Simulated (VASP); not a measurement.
LiGeN:

```
Li Ge N
1.0
     3.01241    0.00000    0.00000
    -1.50620    2.60882    0.00000
     0.00000    0.00000    9.41946
Li Ge N
2 2 2
Direct
  0.66667 0.33333 0.74339
  0.33333 0.66667 0.24339
  0.00000 0.00000 0.49802
  0.00000 0.00000 0.99802
  0.33333 0.66667 0.60322
  0.66667 0.33333 0.10322
```

Base run:

| Item | Value |
| --- | --- |
| Program | VASP 6.6.1 |
| Functional | PBE |
| Potentials or basis | VASP PAW PBE potentials, release 64 (Li_sv, Ge_d, N) |
| Cutoff | 520 eV |
| k mesh | 12 × 12 × 2 |
| Occupations | methfessel-paxton, width 0.05 eV |
| Spin | no spin polarisation |

Its results: band gap on the k mesh 1.46 eV (least direct gap 2.45 eV); largest force 0.084 eV/Å.

Problem. The run is repeated on the same cell with these changes: k mesh from 12 × 12 × 2 to 3 × 3 × 1. What comes out?

Solution. Band gap on the k mesh 2.56 eV (least direct gap 2.61 eV); largest force 0.232 eV/Å.

Caveats: some runs use coarse meshes; an odd mesh through Γ misses points on the zone boundary, where band edges can lie (at least some runs).
